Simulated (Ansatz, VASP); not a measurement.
Li: VASP beside Ansatz

```
Li
1.0
     0.00000    2.26806    2.20200
     2.26806    0.00000    2.20200
     2.26806    2.26806    0.00000
Li
1
Direct
  0.00000 0.00000 0.00000
```

Change from the starting cell: equal xx and yy strain of +3 %, crystal datasets.

Alike in both runs: task electric field gradients; functional PBE; k mesh 13 × 13 × 13; occupations fermi-dirac, width 0.08 eV; no spin polarisation.

```csv
,VASP,Ansatz
version,VASP 6.6.1,Ansatz 0.2.0
potentials or method,"VASP PAW PBE potentials, release 64 (Li_sv), cutoff 650 eV","all-electron PAW with datasets made for the crystal, scalar-relativistic"
```

```tsv
	VASP	Ansatz	Ansatz less VASP
pressure (GPa)	-1.4	-1.3	+0.16
```

Ansatz ran all-electron here, and VASP with PAW potentials.
